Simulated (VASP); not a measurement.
# SnO (Pmn2_1) in VASP: further runs, part 2 of 2

VASP 6.6.1. Earlier steps stand in the parts before.

**4. Single point, LDA**

This run uses another cell than the first one, of 17.35 Å³/atom.

Contents of INCAR:

```
ALGO     = Normal         # electronic algorithm
EDIFF    = 1E-7           # SCF threshold, eV
ENCUT    = 520            # plane-wave cutoff, eV
GGA      = CA             # functional
ISIF     = 2              # what is computed and relaxed
ISMEAR   = 0              # smearing method
LASPH    = T              # aspherical terms in the spheres
LCHARG   = F              # write CHGCAR
LREAL    = F              # projectors in reciprocal space
LWAVE    = F              # write WAVECAR
NBANDS   = 28             # bands
NELM     = 60             # most SCF steps
PREC     = Accurate       # precision mode
SIGMA    = 0.01           # smearing width, eV
```

Contents of KPOINTS:

```
k-points
0
Gamma
  6 4 6
```

Contents of POSCAR:

```
SnO
1.0
    3.2882848746      0.0000000000      0.0000000000
    0.0000000000      5.6751751992      0.0000000000
    0.0000000000      0.0000000000      3.7192248295
Sn O
2 2
Direct
    0.0000000000      0.2358616079      0.5342245109
    0.5000000000      0.7641383921      0.0342245109
    0.0000000000      0.8822637137      0.7157764891
    0.5000000000      0.1177362863      0.2157764891
```

Potentials or basis: VASP PAW LDA potentials, release 64 (Sn_d, O).

On the command line:

```bash
> cat potpaw_LDA.64/Sn_d/POTCAR potpaw_LDA.64/O/POTCAR > POTCAR
> mpirun -np 1 vasp_std > vasp.out
```

Wall time 34 s (1 thread of Intel Xeon Platinum 8559C (Emerald Rapids), shared host); peak memory 0.2 GiB.

The run converged. Its results:

- Free energy: -25.3036 eV
- Pressure: 0.4 GPa
- Largest force: 0.112 eV/Å
- Band gap on the k mesh: 1.37 eV (least direct gap 2.07 eV)

Forces on the atoms (eV/Å):
```
Sn   0.000  0.107  0.035
Sn   0.000 -0.107  0.035
O    0.000  0.002 -0.035
O    0.000 -0.002 -0.035
```

Stress tensor (GPa, compression positive):
```
0.44 0.00 0.00
0.00 0.51 0.00
0.00 0.00 0.26
```

Levels at points of the mesh, in eV from the valence-band top:
```tsv
k point	band 17	band 18	band 19	band 20	band 21	band 22	band 23	band 24
(0.00, 0.00, 0.00)	-4.07	-2.88	-2.42	0.00	3.23	3.55	6.46	6.54
(0.50, 0.00, 0.00)	-2.98	-2.98	-1.34	-1.34	2.45	2.45	5.93	5.93
(0.00, 0.50, 0.00)	-3.99	-2.91	-2.11	-1.73	3.22	4.76	5.15	5.87
(0.50, 0.50, 0.00)	-2.96	-2.96	-1.25	-1.25	2.02	2.02	6.41	6.41
(0.00, 0.00, 0.50)	-3.46	-3.46	-1.51	-1.51	2.39	2.39	5.68	5.68
(0.50, 0.00, 0.50)	-3.87	-3.87	-1.36	-1.36	2.15	2.15	4.58	4.58
(0.00, 0.50, 0.50)	-3.32	-3.32	-1.60	-1.60	1.95	1.95	5.94	5.94
(0.50, 0.50, 0.50)	-4.14	-4.14	-0.56	-0.56	2.32	2.32	4.19	4.19
```

Caveat: spin-orbit coupling is left out, which moves the levels of the heavy elements. A k mesh can miss the band edges.

**5. Single point, PBEsol**

This run uses another cell than the first one, of 18.43 Å³/atom.

Contents of INCAR:

```
SYSTEM = SnO
ALGO     = Normal         ! electronic algorithm
EDIFF    = 1E-6           ! SCF threshold, eV
ENCUT    = 520            ! plane-wave cutoff, eV
GGA      = PS             ! functional
ISIF     = 2              ! what is computed and relaxed
ISMEAR   = 0              ! smearing method
LASPH    = .True.         ! aspherical terms in the spheres
LCHARG   = .True.         ! write CHGCAR
LELF     = .True.         ! ELF
LREAL    = .False.        ! projectors in reciprocal space
LVHAR    = .True.       
LWAVE    = .False.        ! write WAVECAR
NBANDS   = 28             ! bands
NELM     = 100            ! most SCF steps
PREC     = Accurate       ! precision mode
SIGMA    = 0.01           ! smearing width, eV
```

Contents of KPOINTS:

```
k-points
0
Gamma
  6 4 6
  0 0 0
```

Contents of POSCAR:

```
SnO
1.0
    3.3137303192      0.0000000000      0.0000000000
    0.0000000000      5.7066099841      0.0000000000
    0.0000000000      0.0000000000      3.8984094722
Sn O
2 2
Direct
    0.0000000000      0.2336551880      0.5262172420
    0.5000000000      0.7663448120      0.0262172420
    0.0000000000      0.8853521918      0.7237837580
    0.5000000000      0.1146478082      0.2237837580
```

Potentials or basis: VASP PAW PBE potentials, release 64 (Sn_d, O).

On the command line:

```bash
> cat potpaw_PBE.64/Sn_d/POTCAR potpaw_PBE.64/O/POTCAR > POTCAR
> mpirun -np 1 vasp_std > vasp.out
```

It took 50 s on 1 thread of Intel Xeon Platinum 8559C (Emerald Rapids), shared host; peak memory 0.22 GiB.

Results (log left out):

* Free energy: -23.8335 eV
* Pressure: 0.2 GPa
* Largest force: 0.083 eV/Å
* Band gap on the k mesh: 1.47 eV (least direct gap 2.18 eV)

Forces in eV/Å, atoms in the order of the input:
```
Sn   0.000  0.078  0.029
Sn   0.000 -0.078  0.029
O    0.000  0.002 -0.029
O    0.000 -0.002 -0.029
```

Stress tensor (GPa, compression positive):
```
0.26 0.00 0.00
0.00 0.30 0.00
0.00 0.00 0.11
```

Levels at points of the mesh, in eV from the valence-band top:
| k point | band 18 | band 19 | band 20 | band 21 | band 22 | band 23 |
| --- | --- | --- | --- | --- | --- | --- |
| (0.00, 0.00, 0.00) | -2.74 | -2.25 | 0.00 | 3.20 | 3.23 | 6.25 |
| (0.50, 0.00, 0.00) | -2.80 | -1.28 | -1.28 | 2.47 | 2.47 | 5.79 |
| (0.00, 0.50, 0.00) | -2.77 | -1.87 | -1.58 | 3.28 | 4.42 | 5.08 |
| (0.50, 0.50, 0.00) | -2.81 | -1.09 | -1.09 | 1.94 | 1.94 | 6.41 |
| (0.00, 0.00, 0.50) | -3.32 | -1.54 | -1.54 | 2.50 | 2.50 | 5.46 |
| (0.50, 0.00, 0.50) | -3.57 | -1.20 | -1.20 | 2.15 | 2.15 | 4.56 |
| (0.00, 0.50, 0.50) | -3.13 | -1.54 | -1.54 | 1.91 | 1.91 | 5.96 |
| (0.50, 0.50, 0.50) | -3.83 | -0.47 | -0.47 | 2.36 | 2.36 | 4.16 |

Caveat: the PAW data sets were made with another functional, which shifts forces and pressure a little; spin-orbit coupling is left out, which moves the levels of the heavy elements. A k mesh can miss the band edges.

**6. Summary**

| task | level | potentials or basis | cell | cutoff (eV) | gap on the mesh (eV) | pressure (GPa) | largest force (eV/Å) |
| --- | --- | --- | --- | --- | --- | --- | --- |
| relaxation of cell and atoms | PBEsol | VASP PAW PBE potentials, release 64 (Sn_d, O) | relaxed from a = 3.355, b = 5.674, c = 4.222 Å, 4 atoms, atomic positions A | 600 | 1.43 | 0.0 | 0.02 |
| single point | PBEsol+D3(BJ) | VASP PAW PBE potentials, release 64 (Sn_d, O) | a = 3.298, b = 5.604, c = 3.638 Å, 4 atoms, atomic positions B | 520 | 1.14 | 0.3 | 0.09 |
| single point | LDA | VASP PAW LDA potentials, release 64 (Sn_d, O) | a = 3.288, b = 5.675, c = 3.719 Å, 4 atoms, atomic positions C | 520 | 1.37 | 0.4 | 0.11 |
| single point | PBEsol | VASP PAW PBE potentials, release 64 (Sn_d, O) | a = 3.314, b = 5.707, c = 3.898 Å, 4 atoms, atomic positions D | 520 | 1.47 | 0.2 | 0.08 |

Alike in all rows: no spin polarisation; k mesh 6 × 4 × 6; smearing gaussian 0.01 eV.

Caveats: spin-orbit coupling is left out, which moves the levels of the heavy elements; the PAW data sets were made with another functional, which shifts forces and pressure a little (at least some runs).

Absolute energies hang on the potentials; compare differences alone.
